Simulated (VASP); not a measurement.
# MgO2 (R-3m) in VASP: notebook, part 2 of 2

VASP 6.6.1.

**3. Single point, r2SCAN (strain +0.000 along x and y, -0.015 along z)**

The input, POSCAR:

```
MgO2
1.0
    1.6047610160      0.9265092046      3.4415691918
   -1.6047610160      0.9265092046      3.4415691918
    0.0000000000     -1.8530184092      3.4415691918
Mg O
1 2
Direct
    0.0000000000      0.0000000000      0.0000000000
    0.4287860000      0.4287860000      0.4287860000
    0.5712140000      0.5712140000      0.5712140000
```

The input, INCAR.step1:

```
PREC = Accurate
ENCUT = 920
ISMEAR = 0
SIGMA = 0.05
LREAL = False
LASPH = True
NELM = 120
NBANDS = 18
GGA = PE
ALGO = Normal
EDIFF = 1E-5
LWAVE = True
LCHARG = False
GGA_COMPAT = False
```

The input, INCAR.step2:

```
PREC = Accurate
ENCUT = 920
EDIFF = 1E-6
ISMEAR = 0
SIGMA = 0.05
LREAL = False
LASPH = True
NELM = 120
ALGO = Normal
ISIF = 2
LWAVE = False
LCHARG = False
METAGGA = R2SCAN
LMIXTAU = True
NBANDS = 18
ISTART = 1
GGA_COMPAT = False
```

The input, KPOINTS:

```
regular mesh
0
Gamma
  12 12 12
```

Potentials or basis: VASP PAW PBE potentials, release 64 (Mg_sv, O).

Launch:

```
$ cat potpaw_PBE.64/Mg_sv/POTCAR potpaw_PBE.64/O/POTCAR > POTCAR
$ cp INCAR.step1 INCAR
$ mpirun -np 1 vasp_std > vasp.out
$ cp INCAR.step2 INCAR
$ mpirun -np 1 vasp_std > vasp.out
```

Wall time 12 min (1 thread of Intel Xeon Platinum 8488C (Sapphire Rapids), shared host); peak memory 0.4 GiB.

It converged, with:

```yaml
Free_energy: -21.5623 eV
Pressure: -1.8 GPa
Largest_force: 0.420 eV/Å
Band_gap_on_the_k_mesh: 3.26 eV
```

Forces in eV/Å, atoms in the order of the input:
```
Mg   0.000  0.000  0.000
O    0.000  0.000 -0.420
O    0.000  0.000  0.420
```

Stress tensor (GPa, compression positive):
```
-4.39  0.00  0.00
 0.00 -4.39  0.00
 0.00  0.00  3.32
```

Levels at points of the mesh, in eV from the valence-band top:
| k point | band 8 | band 9 | band 10 | band 11 | band 12 | band 13 | band 14 | band 15 |
| --- | --- | --- | --- | --- | --- | --- | --- | --- |
| (0.00, 0.00, 0.00) | -3.63 | -3.63 | -0.87 | -0.87 | 5.21 | 5.84 | 13.41 | 15.50 |
| (0.50, 0.00, 0.00) | -6.31 | -3.96 | -1.31 | -1.08 | 5.16 | 9.34 | 11.14 | 13.70 |
| (0.50, 0.50, 0.00) | -5.63 | -4.67 | -2.12 | -0.13 | 4.49 | 8.48 | 11.79 | 13.72 |
| (0.50, 0.50, 0.50) | -4.19 | -4.19 | 0.00 | 0.00 | 3.26 | 5.53 | 10.66 | 15.09 |

Caveat: the cell differs from its parent crystal (strain +0.000 along x and y, -0.015 along z); the stress differs along the axes, from -4 to 3 GPa; the PAW data sets were made with another functional, which shifts forces and pressure a little. A k mesh can miss the band edges.

**4. Single point, r2SCAN (strain -0.015 along x and y, +0.030 along z)**

The input, POSCAR:

```
MgO2
1.0
    1.5806896008      0.9126115665      3.5987982411
   -1.5806896008      0.9126115665      3.5987982411
    0.0000000000     -1.8252231330      3.5987982411
Mg O
1 2
Direct
    0.0000000000      0.0000000000      0.0000000000
    0.4287860000      0.4287860000      0.4287860000
    0.5712140000      0.5712140000      0.5712140000
```

The input, INCAR.step1:

```
ALGO     = Normal         # electronic algorithm
EDIFF    = 1E-5           # SCF threshold, eV
ENCUT    = 920            # plane-wave cutoff, eV
GGA      = PE             # functional
GGA_COMPAT= False        
ISMEAR   = 0              # smearing method
LASPH    = True           # aspherical terms in the spheres
LCHARG   = False          # write CHGCAR
LREAL    = False          # projectors in reciprocal space
LWAVE    = True           # write WAVECAR
NBANDS   = 18             # bands
NELM     = 120            # most SCF steps
PREC     = Accurate       # precision mode
SIGMA    = 0.05           # smearing width, eV
```

The input, INCAR.step2:

```
ALGO     = Normal         # electronic algorithm
EDIFF    = 1E-6           # SCF threshold, eV
ENCUT    = 920            # plane-wave cutoff, eV
GGA_COMPAT= False        
ISIF     = 2              # what is computed and relaxed
ISMEAR   = 0              # smearing method
ISTART   = 1            
LASPH    = True           # aspherical terms in the spheres
LCHARG   = False          # write CHGCAR
LMIXTAU  = True         
LREAL    = False          # projectors in reciprocal space
LWAVE    = False          # write WAVECAR
METAGGA  = R2SCAN         # meta-GGA
NBANDS   = 18             # bands
NELM     = 120            # most SCF steps
PREC     = Accurate       # precision mode
SIGMA    = 0.05           # smearing width, eV
```

The input, KPOINTS:

```
k-points
0
Gamma
  12 12 12
```

Potentials or basis: VASP PAW PBE potentials, release 64 (Mg_sv, O).

Launch:

```
$ cat potpaw_PBE.64/Mg_sv/POTCAR potpaw_PBE.64/O/POTCAR > POTCAR
$ cp INCAR.step1 INCAR
$ mpirun -np 1 vasp_std > vasp.out
$ cp INCAR.step2 INCAR
$ mpirun -np 1 vasp_std > vasp.out
```

OUTCAR:

```text
EDIFF = 1E-6
   ENCUT = 920
   ISIF = 2
   ISMEAR = 0
   ISTART = 1
   LASPH = True
   LREAL = False
   METAGGA = R2SCAN
   NELM = 120
   PREC = Accurate

 ion  position               nearest neighbor table
   1  0.000  0.000  0.000-   3 2.10   2 2.10   3 2.10   3 2.10   2 2.10   2 2.10
   2  0.429  0.429  0.429-   3 1.54   1 2.10   1 2.10   1 2.10
   3  0.571  0.571  0.571-   2 1.54   1 2.10   1 2.10   1 2.10

  LATTYP: Found a trigonal (rhomboedric) cell.
 ALAT       =     4.0351937086
 COS(alpha) =     0.6931017497

  Lattice vectors:

 A1 = (   1.5806896008,   0.9126115665,   3.5987982411)
 A2 = (  -1.5806896008,   0.9126115665,   3.5987982411)
 A3 = (   0.0000000000,  -1.8252231330,   3.5987982411)

Analysis of symmetry for initial positions (statically):
=====================================================================
 Subroutine PRICEL returns:
 Original cell was already a primitive cell.

 Routine SETGRP: Setting up the symmetry group for a
 trigonal (rhombohedral) supercell.

[... 165 lines left out ...]

  energy without entropy =      -21.50787867  energy(sigma->0) =      -21.50787867

 E-fermi :   2.3279     XC(G=0): -11.0443

 val. band max:        1.8419956320   @ k =   0.5000   0.5000   0.5000
 cond. band min:       4.1165308818   @ k =   0.5000   0.5000   0.5000
 fundamental gap:      2.2745352497
 Fermi energy:         2.3279454758

 k-point     1 :       0.0000    0.0000    0.0000
  band No.  band energies     occupation
      1     -74.1496      2.00000
      2     -39.2652      2.00000
      3     -39.2583      2.00000
      4     -39.2583      2.00000
      5     -19.8773      2.00000
      6     -13.7776      2.00000
[... 481 lines left out ...]
      5     -19.2760      2.00000
      6     -14.0400      2.00000
[... 10 lines left out ...]
     17      17.4376      0.00000
     18      20.7705      0.00000

 [... further k-points ...]

------------------------ aborting loop because EDIFF is reached ----------------------------------------

  FORCE on cell =-STRESS in cart. coord.  units (eV):
  Direction    XX          YY          ZZ          XY          YZ          ZX
  --------------------------------------------------------------------------------------
  -------------------------------------------------------------------------------------
  Total       -0.1380415     -0.1380415     -3.6811019      0.0000000      0.0000000      0.0000000
  in kB       -7.1003348     -7.1003348   -189.3420638      0.0000000      0.0000000      0.0000000
  external PRESSURE =     -67.8475778 kB  Pullay stress =       0.0000000 kB

 VOLUME and BASIS-vectors are now :
 -----------------------------------------------------------------------------
  energy-cutoff  :      920.00
  volume of cell :       31.15
      direct lattice vectors                 reciprocal lattice vectors
     1.580689601  0.912611566  3.598798241     0.316317637  0.182626073  0.092623512
    -1.580689601  0.912611566  3.598798241    -0.316317637  0.182626073  0.092623512
     0.000000000 -1.825223133  3.598798241     0.000000000 -0.365252146  0.092623512

 POSITION                                       TOTAL-FORCE (eV/Angst)
 -----------------------------------------------------------------------------------
      0.00000      0.00000      0.00000         0.000000     -0.000000     -0.000000
      0.00000      0.00000      4.62934        -0.000000      0.000000      0.902397
      0.00000      0.00000      6.16705        -0.000000     -0.000000     -0.902397
 -----------------------------------------------------------------------------------
    total drift:                                0.000000     -0.000000      0.000000

  FREE ENERGIE OF THE ION-ELECTRON SYSTEM (eV)
  ---------------------------------------------------
  free  energy   TOTEN  =       -21.5078786716 eV

  energy  without entropy=      -21.5078786716  energy(sigma->0) =      -21.50787867
```

OUTCAR.step1:

```text
EDIFF = 1E-5
   ENCUT = 920
   GGA = PE
   ISMEAR = 0
[... 730 lines left out ...]
      0.00000      0.00000      0.00000        -0.000000     -0.000000     -0.000000
      0.00000      0.00000      4.62934         0.000000     -0.000000      0.812822
      0.00000      0.00000      6.16705         0.000000      0.000000     -0.812822
 -----------------------------------------------------------------------------------
    total drift:                                0.000000     -0.000000      0.000000

  FREE ENERGIE OF THE ION-ELECTRON SYSTEM (eV)
  ---------------------------------------------------
  free  energy   TOTEN  =       -16.3002259132 eV

  energy  without entropy=      -16.3002259132  energy(sigma->0) =      -16.30022591
```

Wall time 13 min (1 thread of Intel Xeon Platinum 8488C (Sapphire Rapids), shared host); peak memory 0.4 GiB.

Results:

| Quantity | Value |
| --- | --- |
| Free energy | -21.5079 eV |
| Pressure | -6.8 GPa |
| Largest force | 0.902 eV/Å |
| Band gap on the k mesh | 2.27 eV |

Forces on the atoms (eV/Å):
```
Mg   0.000  0.000  0.000
O    0.000  0.000  0.902
O    0.000  0.000 -0.902
```

Stress tensor (GPa, compression positive):
```
 -0.71   0.00   0.00
  0.00  -0.71   0.00
  0.00   0.00 -18.93
```

Levels at points of the mesh, in eV from the valence-band top:
| k point | band 9 | band 10 | band 11 | band 12 | band 13 | band 14 |
| --- | --- | --- | --- | --- | --- | --- |
| (0.00, 0.00, 0.00) | -3.00 | -0.75 | -0.75 | 5.06 | 5.79 | 12.94 |
| (0.50, 0.00, 0.00) | -3.38 | -1.27 | -1.19 | 4.30 | 9.87 | 11.84 |
| (0.50, 0.50, 0.00) | -4.00 | -2.18 | -0.20 | 3.58 | 9.26 | 12.50 |
| (0.50, 0.50, 0.50) | -3.50 | 0.00 | 0.00 | 2.27 | 6.31 | 10.42 |

Caveat: the cell differs from its parent crystal (strain -0.015 along x and y, +0.030 along z); the stress differs along the axes, from -19 to -1 GPa; the PAW data sets were made with another functional, which shifts forces and pressure a little. A k mesh can miss the band edges.

**5. The runs side by side**

```tsv
cell	gap on the mesh (eV)	pressure (GPa)	largest force (eV/Å)
a = 3.896 Å, angles 47.9°, 3 atoms	3.22	1.6	0.21
a = 3.909 Å, angles 48.5°, 3 atoms	3.26	-1.8	0.42
a = 4.035 Å, angles 46.1°, 3 atoms	2.27	-6.8	0.90
```

Alike in all rows: task single point; level r2SCAN; potentials or basis VASP PAW PBE potentials, release 64 (Mg_sv, O); no spin polarisation; k mesh 12 × 12 × 12; cutoff (eV) 920; smearing gaussian 0.05 eV.

Caveats: the PAW data sets were made with another functional, which shifts forces and pressure a little; the stress differs along the axes, from -4 to 3 GPa (at least some runs); the stress differs along the axes, from -19 to -1 GPa (at least some runs).

Absolute energies hang on the potentials; compare differences alone.
